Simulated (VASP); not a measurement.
Crystal: Ca.

```
Ca
1.0
     2.61500    0.00000    0.00000
     0.00000    2.61500    0.00000
     0.00000    0.00000    2.61500
Ca
1
Direct
  0.00000 0.00000 0.00000
```

This isn't the form of Ca at room conditions, which is fcc.

| Quantity | Value |
| --- | --- |
| Program | VASP 6.6.1 |
| Task | relaxation of cell and atoms |
| Functional | PBE |
| Dispersion | D3(BJ) |
| Potentials or basis | VASP PAW PBE potentials, release 64 (Ca_sv) |
| Cutoff | 600 eV |
| k mesh | 12 × 12 × 12 |
| Occupations | fermi-dirac, width 0.1 eV |
| Spin | no spin polarisation |

At the start: pressure 38.4 GPa; volume 17.88 Å³/atom.

How do energy, volume and symmetry change on relaxing?

Over 22 steps the energy falls by 1438.1 meV/atom and the volume is 39.97 Å³/atom (+123.5 %); space group Pm-3m (No. 221, to 0.1 Å) before and after.

The path:
```tsv
step	energy change (eV)	largest force (eV/Å)	pressure (GPa)	volume (Å³)
1	0.0000	0.0000	38.43	17.88
2	-1.3366	0.0000	4.47	31.44
3	-1.4170	0.0000	1.70	35.79
4	-1.4129	0.0000	-1.33	45.65
5	-1.4380	0.0000	-0.13	40.51
6	-1.4381	0.0000	0.05	39.94
7	-1.4381	0.0000	0.05	39.94
8	-1.4381	0.0000	0.05	39.94
9	-1.4381	0.0000	0.05	39.94
10	-1.4381	0.0000	0.05	39.94
11	-1.4381	0.0000	0.05	39.94
12	-1.4381	0.0000	0.05	39.94
13	-1.4381	0.0000	0.05	39.94
14	-1.4381	0.0000	0.05	39.94
15	-1.4381	0.0000	0.05	39.94
16	-1.4381	0.0000	0.05	39.94
17	-1.4381	0.0000	0.05	39.94
18	-1.4381	0.0000	0.06	39.94
19	-1.4381	0.0000	0.05	39.94
20	-1.4381	0.0000	0.05	39.95
21	-1.4381	0.0000	0.04	39.96
22	-1.4381	0.0000	0.04	39.97
```

Final structure:
```xyz
1
Lattice="3.4192 0.0000 0.0000 0.0000 3.4192 0.0000 0.0000 0.0000 3.4192" Properties=species:S:1:pos:R:3 pbc="T T T"
Ca    0.0000    0.0000    0.0000
```

Caveat: the volume moved by over 15 % at a fixed basis, so the end points are rough.
